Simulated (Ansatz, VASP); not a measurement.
# One calculation of CuO, two programs

Contents of INCAR:

```
PREC = Accurate
ENCUT = 520
EDIFF = 1E-7
ISMEAR = 0
SIGMA = 0.1
LREAL = F
LASPH = T
NELM = 80
ALGO = Normal
ISIF = 2
LWAVE = F
LCHARG = F
GGA = PE
NBANDS = 25
```

Contents of KPOINTS:

```
regular mesh
0
Gamma
  1 1 1
```

POSCAR

```
CuO
1.0
    2.3446500000     -1.7134000000      0.0000000000
    2.3446500000      1.7134000000      0.0000000000
   -0.8605500000      0.0000000000      5.0594400000
Cu O
2 2
Direct
    0.0032000000      0.4968000000      0.0000000000
    0.4968000000      0.0032000000      0.5000000000
    0.5714000000      0.4056000000      0.2537000000
    0.4056000000      0.5714000000      0.7537000000
```

Input for Ansatz:

```yaml
crystal:
  lattice:
    - [2.34465, -1.7134, 0.0]
    - [2.34465, 1.7134, 0.0]
    - [-0.86055, 0.0, 5.05944]
  atoms:
    - { symbol: Cu, position: [0.0032, 0.4968, 0.0] }
    - { symbol: Cu, position: [0.4968, 0.0032, 0.5] }
    - { symbol: O, position: [0.5714, 0.4056, 0.2537] }
    - { symbol: O, position: [0.4056, 0.5714, 0.7537] }
basis:
  ecutwfc: 420
kpoints:
  mp_grid: { grid: [1, 1, 1] }
hamiltonian:
  xc: pbe
scf:
  occupations: { method: gaussian, width: 0.1 }
output:
  forces: true
  stress: true
  eigenvalues: true
```

Alike in both runs: task single point; functional PBE; k mesh 1 × 1 × 1; occupations gaussian, width 0.1 eV; no spin polarisation.

```csv
,VASP,Ansatz
version,VASP 6.6.1,Ansatz 0.2.0
potentials or method,"VASP PAW PBE potentials, release 64 (Cu, O), cutoff 520 eV","scalar-relativistic, plane waves, PAW"
valence electrons in the cell,34,50
```

|  | VASP | Ansatz | Ansatz less VASP |
| --- | --- | --- | --- |
| gap on the k mesh at the Fermi level (eV) | 0.29 | 0.30 | +0.015 |
| least direct gap on the mesh (eV) | 0.29 | 0.30 | +0.015 |
| pressure (GPa) | 5.8 | 5.8 | -0.03 |
| traceless stress, the component that is largest in VASP (GPa) | 20.78 | 19.96 | -0.824 |
| rms of the force components (eV/Å) | 0.848 | 0.863 | +0.0145 |

Atom by atom the forces differ by 0.037 eV/Å (rms over components). VASP's potentials hold 34 valence electrons a cell and Ansatz's 50, so a difference there can come from the potentials and not from the codes.

The k mesh is coarse, so the values compare programs but aren't converged.
